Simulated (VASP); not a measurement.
# KCl in VASP: notebook

The runs below take KCl through single point, with PBE, r2SCAN.

Program: VASP 6.6.1. These are calculated values, not measurements. Logs are shortened: lines on timing, memory, paths and dates and some standing lists are left out, and cuts for length are marked.

## (1) The cell of the first run

The structure is orthorhombic, space group Imm2 (No. 44). The conventional cell has a = 4.919 Å, b = 5.001 Å, c = 7.015 Å, α = 90.00°, β = 90.00°, γ = 90.00°. K (site symmetry mm2) has 4 Cl at 3.04 Å within 4.0 Å. Within 4.0 Å of Cl (site symmetry mm2) lie 4 K at 3.04 Å.

## (2) Single point, PBE (shear xy strain -1.6%)

The input, INCAR:

```
SYSTEM = KCl
PREC = Accurate
ENCUT = 520
EDIFF = 1E-7
ISMEAR = -1
SIGMA = 0.02
LREAL = .FALSE.
LASPH = .TRUE.
NELM = 80
ALGO = Normal
ISIF = 2
LWAVE = .FALSE.
LCHARG = .FALSE.
GGA = PE
NBANDS = 15
```

The input, KPOINTS:

```
Automatic mesh
0
G
  6 6 6
  0 0 0
```

The input, POSCAR:

```
KCl
1.0
   -0.0287597192      3.5072828304      3.5072828304
    3.5072828304     -0.0287597192      3.5072828304
    3.4785231112      3.4785231112      0.0000000000
K Cl
1 1
Direct
   -0.0018571389     -0.0018571389      0.0018571389
    0.2518571389      0.2518571389      0.2481428611
```

Potentials or basis: VASP PAW PBE potentials, release 64 (K_sv, Cl).

The run is started by

```bash
$ cat potpaw_PBE.64/K_sv/POTCAR potpaw_PBE.64/Cl/POTCAR > POTCAR
$ mpirun -np 1 vasp_std > vasp.out
```

OUTCAR:

```text
SYSTEM = KCl
   PREC = Accurate
   ENCUT = 520
   EDIFF = 1E-7
   ISMEAR = -1
   LREAL = .FALSE.
   LASPH = .TRUE.
   NELM = 80
   ISIF = 2
   GGA = PE

 ion  position               nearest neighbor table
   1  0.998  0.998  0.002-   2 3.04   2 3.04   2 3.04   2 3.04
   2  0.252  0.252  0.248-   1 3.04   1 3.04   1 3.04   1 3.04

  LATTYP: Found a body centered orthorhombic cell.
 ALAT       =     4.9193745609
 B/A-ratio  =     1.0165355918
 C/A-ratio  =     1.4259059915

  Lattice vectors:

 A1 = (   0.0287597192,  -3.5072828304,  -3.5072828304)
 A2 = (  -0.0287597192,   3.5072828304,  -3.5072828304)
 A3 = (   3.5072828304,  -0.0287597192,   3.5072828304)

Analysis of symmetry for initial positions (statically):
=====================================================================
 Subroutine PRICEL returns:
 Original cell was already a primitive cell.

 Routine SETGRP: Setting up the symmetry group for a
 body centered orthorhombic supercell.

 Subroutine GETGRP returns: Found  4 space group operations
 (whereof  4 operations were pure point group operations)
 out of a pool of  8 trial point group operations.

The static configuration has the point symmetry C_2v.

Analysis of symmetry for dynamics (positions and initial velocities):
=====================================================================
 Subroutine PRICEL returns:
 Original cell was already a primitive cell.

 Routine SETGRP: Setting up the symmetry group for a
 body centered orthorhombic supercell.

 Subroutine GETGRP returns: Found  4 space group operations
 (whereof  4 operations were pure point group operations)
 out of a pool of  8 trial point group operations.

The dynamic configuration has the point symmetry C_2v.

 Subroutine INISYM returns: Found  4 space group operations
 (whereof  4 operations are pure point group operations),
 and found     1 'primitive' translations

----------------------------------------------------------------------------------------

                                     Primitive cell

  volume of cell :      86.2806

  direct lattice vectors                    reciprocal lattice vectors
    -0.028759719  3.507282830  3.507282830    -0.141401013  0.141401013  0.142560502
     3.507282830 -0.028759719  3.507282830     0.141401013 -0.141401013  0.142560502
     3.478523111  3.478523111  0.000000000     0.143739163  0.143739163 -0.142560502

[... 91 lines left out ...]
   POTIM  = 0.5000    time-step for ionic-motion
   TEBEG  =    0.0;   TEEND  =   0.0 temperature during run
   PSTRESS=    0.0 pullay stress
   NELECT =      16.0000    total number of electrons
   NUPDOWN=      -1.0000    fix difference up-down
   EMIN   =  10.00;   EMAX   =-10.00  energy-range for DOS
   EFERMI =   0.00;   METHOD = LEGACY
   ISMEAR =    -1;   SIGMA  =   0.02  broadening in eV -4-tet -1-fermi 0-gaus
   EFERMI_NEDOS =   21; number of points for ismear=-14 and -15
   IALGO  =     38    algorithm
   IMIX   =      4    mixing-type and parameters
     AMIX     =   0.40;   BMIX     =  1.00
     AMIX_MAG =   1.60;   BMIX_MAG =  1.00
  volume/ion in A,a.u.               =      43.14       291.13
  Fermi-wavevector in a.u.,A,eV,Ry     =   0.933563  1.764179 11.858028  0.871540
  Thomas-Fermi vector in A             =   2.060278
   LORBIT       =      0    0 simple, 1 ext, 2 COOP (PROOUT), +10 PAW based schemes
   GGA     = PE    functional components
   LHFCALC =     F    Hartree Fock is set to
   AEXX    =    0.0000 exact exchange contribution
   IVDW    =     0    specifies the selected vdW correction
   LEPSILON=     F    determine dielectric tensor
   LRPA    =     F    only Hartree local field effects (RPA)
 non-spin polarized calculation
  energy-cutoff  :      520.00
  volume of cell :       86.28
 maximum number of plane-waves:      2342
 NGX is ok and might be reduce to    40
   NGX = 19   NGY = 19   NGZ = 19

 number of electron      16.0000000 magnetization

 Free energy of the ion-electron system (eV)
  ---------------------------------------------------
  ext. energy  EPLUGINS =         0.00000000
  ---------------------------------------------------
  free energy    TOTEN  =        -6.61841520 eV

  energy without entropy =       -6.61841520  energy(sigma->0) =       -6.61841520

 E-fermi :  -2.6210     XC(G=0):  -6.1186

 val. band max:       -3.1981225956   @ k =   0.5000   0.5000   0.0000
 cond. band min:       1.5647292753   @ k =   0.0000   0.0000   0.0000
 fundamental gap:      4.7628518709
 Fermi energy:        -2.6210421568

 k-point     1 :       0.0000    0.0000    0.0000
  band No.  band energies     occupation
      1     -30.4544      2.00000
      2     -14.9545      2.00000
      3     -13.9514      2.00000
      4     -13.9503      2.00000
      5     -13.9495      2.00000
      6      -3.2579      2.00000
      7      -3.2475      2.00000
      8      -3.2363      2.00000
      9       1.5647      0.00000
     10       6.1564      0.00000
     11       6.1594      0.00000
     12       7.1329      0.00000
     13       7.1542      0.00000
     14       7.1741      0.00000
[... 401 lines left out ...]
      2     -15.1728      2.00000
      3     -13.9810      2.00000
      4     -13.9716      2.00000
      5     -13.6830      2.00000
      6      -3.5531      2.00000
      7      -3.2520      2.00000
      8      -3.2215      2.00000
      9       3.5806      0.00000
     10       4.4797      0.00000
     11       6.1283      0.00000
     12       6.5591      0.00000
     13       7.4443      0.00000
     14       7.5293      0.00000
     15       7.6922      0.00000

 [... further k-points ...]

------------------------ aborting loop because EDIFF is reached ----------------------------------------

  FORCE on cell =-STRESS in cart. coord.  units (eV):
  Direction    XX          YY          ZZ          XY          YZ          ZX
  --------------------------------------------------------------------------------------
  -------------------------------------------------------------------------------------
  Total        0.1568517      0.1568517      0.1561555      0.0258979      0.0000000      0.0000000
  in kB        2.9126392      2.9126392      2.8997111      0.4809082      0.0000000      0.0000000
  external PRESSURE =       2.9083298 kB  Pullay stress =       0.0000000 kB

 VOLUME and BASIS-vectors are now :
 -----------------------------------------------------------------------------
  energy-cutoff  :      520.00
  volume of cell :       86.28
      direct lattice vectors                 reciprocal lattice vectors
    -0.028759719  3.507282830  3.507282830    -0.141401013  0.141401013  0.142560502
     3.507282830 -0.028759719  3.507282830     0.141401013 -0.141401013  0.142560502
     3.478523111  3.478523111  0.000000000     0.143739163  0.143739163 -0.142560502

 POSITION                                       TOTAL-FORCE (eV/Angst)
 -----------------------------------------------------------------------------------
      3.47852      3.47852      7.00154        -0.000000     -0.000000     -0.000856
      1.73926      1.73926      1.76667         0.000000      0.000000      0.000856
 -----------------------------------------------------------------------------------
    total drift:                               -0.000000     -0.000000     -0.000038

  FREE ENERGIE OF THE ION-ELECTRON SYSTEM (eV)
  ---------------------------------------------------
  free  energy   TOTEN  =        -6.6184152049 eV

  energy  without entropy=       -6.6184152049  energy(sigma->0) =       -6.61841520
```

OSZICAR:

```text
N       E                     dE             d eps       ncg     rms          rms(c)
DAV:   1     0.104441691299E+03    0.10444E+03   -0.67019E+03  1380   0.913E+02
DAV:   2     0.120724759296E+01   -0.10323E+03   -0.94705E+02  1780   0.225E+02
DAV:   3    -0.675262211223E+01   -0.79599E+01   -0.79150E+01  1884   0.557E+01
DAV:   4    -0.709989735285E+01   -0.34728E+00   -0.34713E+00  2340   0.104E+01
DAV:   5    -0.710212742568E+01   -0.22301E-02   -0.22300E-02  1912   0.900E-01    0.348E+00
DAV:   6    -0.663197317228E+01    0.47015E+00   -0.70651E-01  1814   0.375E+00    0.270E+00
DAV:   7    -0.659031559185E+01    0.41658E-01   -0.19128E-01  1877   0.213E+00    0.165E+00
DAV:   8    -0.661366037760E+01   -0.23345E-01   -0.30120E-02  1810   0.116E+00    0.321E-01
DAV:   9    -0.661562802160E+01   -0.19676E-02   -0.22262E-03  1856   0.253E-01    0.170E-01
DAV:  10    -0.661836309323E+01   -0.27351E-02   -0.19414E-03  1380   0.267E-01    0.338E-02
DAV:  11    -0.661840135734E+01   -0.38264E-04   -0.59960E-05  1772   0.514E-02    0.779E-03
DAV:  12    -0.661841472926E+01   -0.13372E-04   -0.12471E-05  1415   0.283E-02    0.883E-03
DAV:  13    -0.661841519967E+01   -0.47041E-06   -0.21573E-06  1954   0.111E-02    0.209E-03
DAV:  14    -0.661841520487E+01   -0.51989E-08   -0.13845E-07  1491   0.282E-03
   1 F= -.66184152E+01 E0= -.66184152E+01  d E =-.168449E-12
```

stdout:

```text
POSCAR found type information on POSCAR K Cl
 POSCAR found :  2 types and       2 ions
 scaLAPACK will be used
 LDA part: xc-table for (Slater+PW92), standard interpolation
 POSCAR, INCAR and KPOINTS ok, starting setup
 FFT: planning ... GRIDC
 FFT: planning ... GRID_SOFT
 FFT: planning ... GRID
 WAVECAR not read
 entering main loop
```

It took 46 s on 1 thread of Intel Xeon Platinum 8488C (Sapphire Rapids), shared host; peak memory 0.26 GiB.

Results:

- Free energy: -6.6184 eV
- Pressure: 0.3 GPa
- Band gap on the k mesh: 4.76 eV (least direct gap 4.80 eV)

Caveat: the cell differs from its parent crystal (shear xy strain -1.6%). A k mesh can miss the band edges.

## (3) Single point, r2SCAN (epitaxial xy strain -0.5%)

The input, POSCAR:

```
KCl
1.0
    0.0000000000      3.4883435031      3.5444678752
    3.4883435031      0.0000000000      3.5444678752
    3.4883435031      3.4883435031      0.0000000000
K Cl
1 1
Direct
    0.0000000000      0.0000000000      0.0000000000
    0.2500000000      0.2500000000      0.2500000000
```

The input, INCAR.step1:

```
  PREC = Accurate
  ENCUT = 520
  ISMEAR = 0
  SIGMA = 0.01
  LREAL = False
  LASPH = True
  NELM = 80
  NBANDS = 15
  GGA = PE
  ALGO = Normal
  EDIFF = 1E-4
  LWAVE = True
  LCHARG = False
```

The input, INCAR.step2:

```
  PREC = Accurate
  ENCUT = 520
  EDIFF = 1E-7
  ISMEAR = 0
  SIGMA = 0.01
  LREAL = False
  LASPH = True
  NELM = 80
  ALGO = Normal
  ISIF = 2
  LWAVE = False
  LCHARG = False
  METAGGA = R2SCAN
  LMIXTAU = True
  NBANDS = 15
  ISTART = 1
```

The input, KPOINTS:

```
Automatic mesh
0
Gamma
  6 6 6
```

Potentials or basis: VASP PAW PBE potentials, release 64 (K_sv, Cl).

The run is started by

```bash
$ cat potpaw_PBE.64/K_sv/POTCAR potpaw_PBE.64/Cl/POTCAR > POTCAR
$ cp INCAR.step1 INCAR
$ mpirun -np 1 vasp_std > vasp.out
$ cp INCAR.step2 INCAR
$ mpirun -np 1 vasp_std > vasp.out
```

Wall time 2.1 min (1 thread of Intel Xeon Platinum 8488C (Sapphire Rapids), shared host); peak memory 0.26 GiB.

It converged, with:

| Property | Result |
| --- | --- |
| Free energy | -16.2219 eV |
| Pressure | 0.0 GPa |
| Band gap on the k mesh | 5.34 eV (least direct gap 5.39 eV) |

Levels at points of the mesh, in eV from the valence-band top:
| k point | band 6 | band 7 | band 8 | band 9 | band 10 | band 11 |
| --- | --- | --- | --- | --- | --- | --- |
| (0.00, 0.00, 0.00) | -0.05 | -0.04 | -0.04 | 5.34 | 10.07 | 10.19 |
| (0.50, 0.00, 0.00) | -0.34 | -0.02 | -0.01 | 7.79 | 8.09 | 9.63 |
| (0.50, 0.50, 0.00) | -0.40 | 0.00 | 0.00 | 7.14 | 8.26 | 10.82 |
| (0.50, 0.00, 0.50) | -0.39 | -0.01 | -0.01 | 7.17 | 8.29 | 10.92 |

Caveat: the cell differs from its parent crystal (epitaxial xy strain -0.5%); the PAW data sets were made with another functional, which shifts forces and pressure a little. A k mesh can miss the band edges.

## (4) Single point, r2SCAN (uniaxial z strain +1.5%)

The input, POSCAR:

```
KCl
1.0
    0.0000000000      3.5072828304      3.5598920729
    3.5072828304      0.0000000000      3.5598920729
    3.5072828304      3.5072828304      0.0000000000
K Cl
1 1
Direct
    0.0000000000      0.0000000000      0.0000000000
    0.2500000000      0.2500000000      0.2500000000
```

The input, INCAR.step1:

```
ALGO = Normal ; EDIFF = 1E-4
ENCUT = 520 ; GGA = PE
ISMEAR = 0 ; LASPH = True
LCHARG = False ; LREAL = False
LWAVE = True ; NBANDS = 15
NELM = 60 ; PREC = Accurate
SIGMA = 0.01
```

The input, INCAR.step2:

```
ALGO = Normal ; EDIFF = 1E-7
ENCUT = 520 ; ISIF = 2
ISMEAR = 0 ; ISTART = 1
LASPH = True ; LCHARG = False
LMIXTAU = True ; LREAL = False
LWAVE = False ; METAGGA = R2SCAN
NBANDS = 15 ; NELM = 60
PREC = Accurate ; SIGMA = 0.01
```

The input, KPOINTS:

```
k-points
0
Gamma
  6 6 6
```

The run is started by

```bash
$ cat potpaw_PBE.64/K_sv/POTCAR potpaw_PBE.64/Cl/POTCAR > POTCAR
$ cp INCAR.step1 INCAR
$ mpirun -np 1 vasp_std > vasp.out
$ cp INCAR.step2 INCAR
$ mpirun -np 1 vasp_std > vasp.out
```

It took 1.9 min on 1 thread of Intel Xeon Platinum 8488C (Sapphire Rapids), shared host; peak memory 0.26 GiB.

It converged, with:

- Free energy: -16.2215 eV
- Pressure: -0.2 GPa
- Band gap on the k mesh: 5.32 eV (least direct gap 5.36 eV)

Levels at points of the mesh, in eV from the valence-band top:
| k point | band 6 | band 7 | band 8 | band 9 | band 10 | band 11 |
| --- | --- | --- | --- | --- | --- | --- |
| (0.00, 0.00, 0.00) | -0.04 | -0.04 | -0.04 | 5.32 | 10.05 | 10.16 |
| (0.50, 0.00, 0.00) | -0.33 | -0.02 | -0.01 | 7.75 | 8.04 | 9.60 |
| (0.50, 0.50, 0.00) | -0.39 | 0.00 | 0.00 | 7.13 | 8.24 | 10.73 |
| (0.50, 0.00, 0.50) | -0.38 | -0.01 | -0.01 | 7.16 | 8.26 | 10.81 |

Caveat: the cell differs from its parent crystal (uniaxial z strain +1.5%); the PAW data sets were made with another functional, which shifts forces and pressure a little.

## (5) The runs side by side

| level | cell | smearing | gap on the mesh (eV) | pressure (GPa) |
| --- | --- | --- | --- | --- |
| PBE | a = 4.960, b = 4.960, c = 4.919 Å, angles 60.3, 60.3, 60.5°, 2 atoms, atomic positions A | fermi-dirac 0.02 eV | 4.76 | 0.3 |
| r2SCAN | a = 4.973, b = 4.973, c = 4.933 Å, angles 60.3, 60.3, 59.5°, 2 atoms, atomic positions A | gaussian 0.01 eV | 5.34 | 0.0 |
| r2SCAN | a = 4.997, b = 4.997, c = 4.960 Å, angles 60.2, 60.2, 59.5°, 2 atoms, atomic positions B | gaussian 0.01 eV | 5.32 | -0.2 |

Alike in all rows: task single point; potentials or basis VASP PAW PBE potentials, release 64 (K_sv, Cl); no spin polarisation; k mesh 6 × 6 × 6; cutoff (eV) 520.

Caveats: the PAW data sets were made with another functional, which shifts forces and pressure a little (at least some runs).

Absolute energies hang on the potentials; compare differences alone.
